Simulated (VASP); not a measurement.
Here is a VASP 6.6.1 calculation.

File INCAR:

```
ALGO = Normal
EDIFF = 1E-7
ENCUT = 520
GGA = PE
ISIF = 2
ISMEAR = -1
LASPH = T
LCHARG = T
LELF = T
LREAL = F
LVHAR = T
LWAVE = F
NBANDS = 20
NELM = 100
PREC = Accurate
SIGMA = 0.15
```

File KPOINTS:

```
k-points
0
Gamma
  5 5 5
```

The input POSCAR:

```
GaC3
1.0
    3.1973800000      0.0041300000      0.0384800000
    0.0041300000      3.3283500000     -0.0125200000
    0.0384800000     -0.0125200000      3.2736300000
Ga C
1 3
Direct
    0.9882600000      0.0068400000      0.0279200000
    0.0103639829      0.4955180395      0.5082135673
    0.5025100000      0.9911900000      0.5325000000
    0.5101400000      0.4944500000      0.9800900000
```

Potentials or basis: VASP PAW PBE potentials, release 64 (Ga_d, C).

Launch:

```console
$ cat potpaw_PBE.64/Ga_d/POTCAR potpaw_PBE.64/C/POTCAR > POTCAR
$ mpirun -np 1 vasp_std > vasp.out
```

(1) Predict the pressure.

(2) What does it give for the largest force?

Results:

(1) 11.0 GPa.

(2) 1.663 eV/Å.

Caveat: the k points lie up to 0.39 Å⁻¹ apart; forces of over 1 eV/Å act on the atoms, so gaps and moduli don't describe the material at rest.
